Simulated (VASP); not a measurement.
Set up this calculation in VASP 6.6.1, as the native input.

```yaml
Task: single point
Functional: PBE
Potentials_or_basis: VASP PAW PBE potentials, release 64 (Ba_sv, Zr_sv, O)
Cutoff: 520 eV
k_mesh: 6 × 6 × 4
Occupations: gaussian, width 0.1 eV
Spin: no spin polarisation
Dipole_correction: no
Further_INCAR_settings: ALGO = Normal; EDIFF = 1e-07; NBANDS = 25
```

The structure of BaZrO2 lies in POSCAR:

```
BaZrO2
1.0
    3.3763776200      0.0000000000      0.0000000000
   -1.6881888100      2.9240287900      0.0000000000
    0.0000000000      0.0000000000      6.1309742300
Ba Zr O
1 1 2
Direct
    0.0000000000      0.0000000000      0.5000000000
    0.0000000000      0.0000000000      0.0000000000
    0.3333333300      0.6666666700      0.2350000000
    0.6666666700      0.3333333300      0.7650000000
```

The cell was built from a structure type or drawn by symmetry, and may not be a known phase.

One way to write it, as run:

INCAR

```
SYSTEM = BaZrO2
PREC = Accurate
ENCUT = 520
EDIFF = 1E-7
ISMEAR = 0
SIGMA = 0.1
LREAL = .False.
LASPH = .True.
NELM = 80
ALGO = Normal
ISIF = 2
LWAVE = .False.
LCHARG = .False.
GGA = PE
NBANDS = 25
```

KPOINTS

```
regular mesh
0
Gamma
  6 6 4
  0 0 0
```

Potentials or basis: VASP PAW PBE potentials, release 64 (Ba_sv, Zr_sv, O).

The run is started by

```console
$ cat potpaw_PBE.64/Ba_sv/POTCAR potpaw_PBE.64/Zr_sv/POTCAR potpaw_PBE.64/O/POTCAR > POTCAR
$ mpirun -np 1 vasp_std > vasp.out
```

Results of the run:

```
Pressure               : 11.3 GPa
Largest force          : 2.796 eV/Å
Band gap on the k mesh : zero (bands 17 and 18 overlap by 0.92 eV)
```

Caveat: the cell stands under pressure; spin-orbit coupling is left out, which moves the levels of the heavy elements; forces of over 1 eV/Å act on the atoms, so gaps and moduli don't describe the material at rest.

Wall time 88 s on 1 thread of Intel Xeon 8259CL, with other jobs on the host, peak memory 0.21 GiB.
